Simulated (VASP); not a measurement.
# GaSb: single point with PBE

GaSb:

```
Ga Sb
1.0
     0.00000    3.06588    3.06588
     3.06588    0.00000    3.06588
     3.06588    3.06588    0.00000
Ga Sb
1 1
Direct
  0.00000 0.00000 0.00000
  0.25000 0.25000 0.25000
```

| Item | Value |
| --- | --- |
| Program | VASP 6.6.1 |
| Task | single point |
| Functional | PBE |
| Potentials or basis | VASP PAW PBE potentials, release 64 (Ga_d, Sb) |
| Cutoff | 520 eV |
| k mesh | 6 × 6 × 6 |
| Occupations | fermi-dirac, width 0.02 eV |
| Spin | no spin polarisation |
| Dipole correction | no |
| Further INCAR settings | ALGO = Normal; EDIFF = 1e-06; NBANDS = 16 |

* Pressure: 2.1 GPa
* Band gap on the k mesh: zero (filled and empty bands touch)

Levels at points of the mesh, in eV from the Fermi level:
| k point | band 7 | band 8 | band 9 | band 10 | band 11 | band 12 |
| --- | --- | --- | --- | --- | --- | --- |
| (0.00, 0.00, 0.00) | -0.03 | -0.02 | -0.02 | -0.02 | 2.75 | 2.75 |
| (0.50, 0.00, 0.00) | -6.35 | -1.16 | -1.16 | 0.37 | 3.72 | 3.72 |
| (0.50, 0.50, 0.00) | -6.80 | -2.57 | -2.57 | 0.89 | 1.24 | 8.62 |

It took 7.4 s on 1 thread of Intel(R) Xeon(R) 6975P-C (Granite Rapids) (shared host), peak memory 0.17 GiB.

Caveat: spin-orbit coupling is left out, which moves the levels of the heavy elements.
